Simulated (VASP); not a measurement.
## HfC: relaxation of cell and atoms with PBE

HfC:

```
CELL_PARAMETERS angstrom
3.23599 0.00000 0.00000
-1.61800 2.80245 0.00000
0.00000 0.00000 2.91319
ATOMIC_POSITIONS crystal
Hf 0.66667 0.33333 0.00000
C 0.33333 0.66667 0.50000
```

- Program: VASP 6.6.1
- Task: relaxation of cell and atoms
- Functional: PBE
- Potentials or basis: VASP PAW PBE potentials, release 64 (Hf_pv, C)
- Cutoff: 600 eV
- k mesh: 18 × 18 × 18
- Occupations: gaussian, width 0.1 eV
- Spin: no spin polarisation
- Dipole correction: no
- Further INCAR settings: ALGO = Normal; EDIFF = 1e-06; IBRION = 2; EDIFFG = -0.01; NSW = 100; ISIF = 3

The relaxed volume is 13.15 Å³/atom and the relaxed cell is a = 3.232 Å, b = 3.232 Å, c = 2.908 Å, α = 90.00°, β = 90.00°, γ = 120.00°. The space group after relaxing (to 0.05 Å) is P-6m2 (No. 187) and the energy gained by relaxing is 0.2 meV/atom. The ionic steps are 3, the pressure after relaxing is 0.0 GPa and the band gap on the k mesh is zero (band 7 reaches 5.46 eV, above the bottom of band 8 at 5.43 eV).

Stress tensor (GPa, compression positive):
```
-0.02  0.00  0.00
 0.00 -0.02  0.00
 0.00  0.00  0.06
```

Step by step:
```tsv
step	energy change (eV)	largest force (eV/Å)	pressure (GPa)	volume (Å³)
1	0.0000	0.0000	-0.90	26.42
2	0.0004	0.0000	1.35	26.14
3	-0.0003	0.0000	0.01	26.31
```

Final structure:
```xyz
2
Lattice="3.2319 0.0000 0.0000 -1.6159 2.7989 0.0000 0.0000 0.0000 2.9081" Properties=species:S:1:pos:R:3 pbc="T T T"
Hf    1.6159    0.9330    2.9081
C     0.0000    1.8659    1.4540
```

Levels at points of the mesh, in eV from the Fermi level:
```
           k point  band 4  band 5  band 6  band 7  band 8  band 9  band 10  band 11
(0.00, 0.00, 0.00)  -11.87   -1.53   -1.53   -1.10    1.71    4.94     6.31     6.31
(0.50, 0.00, 0.00)   -9.36   -4.81   -0.79   -0.43    0.33    5.57     5.84     6.35
(0.00, 0.00, 0.50)   -8.43   -5.99   -0.39   -0.39    2.18    2.18     5.37     5.37
(0.50, 0.00, 0.50)   -9.11   -3.88   -2.27   -2.24    1.77    6.53     7.12     7.95
```

It took 8.1 min on 1 thread of AMD EPYC 7R13, with other jobs on the host, peak memory 0.26 GiB.

Caveat: spin-orbit coupling is left out, which moves the levels of the heavy elements.
